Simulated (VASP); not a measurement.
Here is a VASP 6.6.1 calculation.

The input INCAR:

```
  PREC = Accurate
  ENCUT = 500
  EDIFF = 1E-6
  ISMEAR = -1
  SIGMA = 0.1
  LREAL = F
  LASPH = T
  NELM = 120
  ALGO = Normal
  ISIF = 2
  LWAVE = F
  LCHARG = F
  GGA = PE
  NBANDS = 12
  GGA_COMPAT = F
```

Contents of KPOINTS:

```
Automatic mesh
0
Gamma
  9 9 9
```

POSCAR

```
Sc
1.0
   -1.8406422983      1.8406422983      2.3319047318
    1.8406422983     -1.8406422983      2.3319047318
    1.8406422983      1.8406422983     -2.3319047318
Sc
1
Direct
    0.0000000000      0.0000000000      0.0000000000
```

Potentials or basis: VASP PAW PBE potentials, release 64 (Sc_sv).

Command:

```bash
$ cat potpaw_PBE.64/Sc_sv/POTCAR > POTCAR
$ mpirun -np 1 vasp_std > vasp.out
```

Estimate the band gap on the k mesh.

zero (an odd number of electrons rules out a gap without spin polarisation).

What does it give for the pressure?

-8.3 GPa.

Stress tensor (GPa, compression positive):
```
-8.83  0.00  0.00
 0.00 -8.83  0.00
 0.00  0.00 -7.38
```

Caveat: the cell stands under tension.
